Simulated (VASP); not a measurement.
Here is a VASP 6.6.1 calculation.

File INCAR:

```
SYSTEM = Ga7SiN8
PREC = Accurate
ENCUT = 520
EDIFF = 1E-6
ISMEAR = -1
SIGMA = 0.05
LREAL = Auto
LASPH = .True.
NELM = 150
ALGO = Normal
ISIF = 2
LWAVE = .False.
LCHARG = .True.
ISPIN = 2
MAGMOM = 0 0 0 0 0 0 0 0.2 0 0.2 0.2 0.2 0 0 0 0.2
LORBIT = 11
GGA = PS
LELF = .True.
LVHAR = .True.
NBANDS = 86
```

File KPOINTS:

```
Automatic mesh
0
Gamma
  2 2 2
  0.5 0.5 0.5
```

File POSCAR:

```
Ga7SiN8
1.0
    6.3654920000      0.0000000000      0.0000000000
    0.0000000000      5.5126780000      0.0000000000
    0.0000000000      0.0000000000      5.1856180000
Ga Si N
7 1 8
Direct
    0.2346610000      0.1778810000      0.4891690000
    0.0050330000      0.6767720000      0.5014440000
    0.7507450000      0.1639490000      0.5057440000
    0.9952070000      0.3393340000      0.0100550000
    0.5006460000      0.3306780000      0.0108370000
    0.2538370000      0.8475700000      0.0201970000
    0.7585870000      0.8244780000      0.0012680000
    0.4974530000      0.6688710000      0.4916080000
    0.0005080000      0.3329840000      0.3629260000
    0.5016160000      0.3206120000      0.3827970000
    0.2432250000      0.8293580000      0.3880900000
    0.7501810000      0.8326560000      0.3816330000
    0.2337440000      0.1844750000      0.8855830000
    0.0089650000      0.6572350000      0.8891960000
    0.7509310000      0.1665510000      0.8729140000
    0.4985720000      0.6700350000      0.8687090000
```

Potentials or basis: VASP PAW PBE potentials, release 64 (Ga_d, Si, N).

Launch:

```console
$ cat potpaw_PBE.64/Ga_d/POTCAR potpaw_PBE.64/Si/POTCAR potpaw_PBE.64/N/POTCAR > POTCAR
$ mpirun -np 1 vasp_std > vasp.out
```

Task: What does it give for the largest force?

Result: 2.508 eV/Å.

Task: Predict the band gap on the k mesh.

Result: 0.08 eV.

Task: Estimate the site moments.

Result: Ga +0.01, +0.02, +0.00 (each value once); Si +0.07; N +0.02, +0.06, +0.01, +0.03 (each value once) μB.

Task: What does it give for the pressure?

Result: 1.1 GPa.

Forces on the atoms (eV/Å):
```
Ga   1.225 -0.701  1.910
Ga  -1.282 -1.651  1.386
Ga   0.389  0.314  0.095
Ga  -0.630 -0.463 -1.288
Ga  -0.333  0.003 -1.191
Ga  -0.071 -0.241 -1.775
Ga  -0.518  0.623 -0.458
Si   0.295 -0.225  0.556
N   -1.278  0.919  1.903
N   -0.459  1.872  0.379
N    2.422  0.376  0.426
N   -1.234 -0.848  0.363
N    1.654 -1.309 -0.839
N   -0.156  1.580 -0.794
N   -0.161 -0.205  0.768
N    0.138 -0.043 -1.442
```

Caveat: the k points lie up to 0.61 Å⁻¹ apart; the PAW data sets were made with another functional, which shifts forces and pressure a little.
